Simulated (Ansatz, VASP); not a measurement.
# BN in VASP and in Ansatz

The input INCAR:

```
SYSTEM = BN
PREC     = Accurate       ! precision mode
ENCUT    = 520            ! plane-wave cutoff, eV
EDIFF    = 1E-8           ! SCF threshold, eV
ISMEAR   = -1             ! smearing method
SIGMA    = 0.03           ! smearing width, eV
LREAL    = .False.        ! projectors in reciprocal space
LASPH    = .True.         ! aspherical terms in the spheres
NELM     = 120            ! most SCF steps
ALGO     = Normal         ! electronic algorithm
ISIF     = 2              ! what is computed and relaxed
LWAVE    = .False.        ! write WAVECAR
LCHARG   = .False.        ! write CHGCAR
GGA      = PE             ! functional
LEFG     = .True.       
NBANDS   = 11             ! bands
GGA_COMPAT= .False.
```

KPOINTS

```
Automatic mesh
0
Gamma
  13 13 13
  0 0 0
```

The input POSCAR:

```
BN
1.0
    0.0000000000      1.7713500000      1.8075000000
    1.7713500000      0.0000000000      1.8075000000
    1.7713500000      1.7713500000      0.0000000000
B N
1 1
Direct
    0.0000000000      0.0000000000      0.0000000000
    0.7500000000      0.7500000000      0.7500000000
```

Input for Ansatz:

```yaml
crystal:
  lattice:
    - [0.0, 1.77135, 1.8075]
    - [1.77135, 0.0, 1.8075]
    - [1.77135, 1.77135, 0.0]
  atoms:
    - { symbol: B, position: [0.0, 0.0, 0.0] }
    - { symbol: "N", position: [0.75, 0.75, 0.75] }
kpoints:
  mp_grid: { grid: [13, 13, 13] }
scf:
  occupations: { method: fermi_dirac, width: 0.03 }
hamiltonian:
  xc: pbe
  pseudopotentials: { kind: paw }
output:
  forces: true
  stress: true
  eigenvalues: true
  efg: { contact_densities: true }
  write_density: true
  write_potential: true
  elf: true
  volumetric_format: npy
```

Change from the starting cell: equal xx and yy strain of -2 %, PAW files.

Alike in both runs: task electric field gradients; functional PBE; k mesh 13 × 13 × 13; occupations fermi-dirac, width 0.03 eV; no spin polarisation.

```csv
,VASP,Ansatz
version,VASP 6.6.1,Ansatz 0.2.0
potentials or method,"VASP PAW PBE potentials, release 64 (B, N)","PAW with Ansatz's default frozen-core files, scalar-relativistic"
plane-wave cutoff (eV),520,420
valence electrons in the cell,8,8
```

VASP gave:

| Property | Result |
| --- | --- |
| gap on the k mesh at the Fermi level (eV) | 4.39 |
| pressure (GPa) | 20.1 |
| traceless stress, the component that is largest in VASP (GPa) | -8.85 |
| size of Vzz on the site where it differs most (V/Å²) | 0.7 |

Question: Which values does Ansatz return?

Answer: gap on the k mesh at the Fermi level (eV): 4.40; pressure (GPa): 19.7; traceless stress, the component that is largest in VASP (GPa): -8.84; size of Vzz on the site where it differs most (V/Å²): 0.5.

The functional is the same, so the differences come from potentials, cutoffs and numerics.
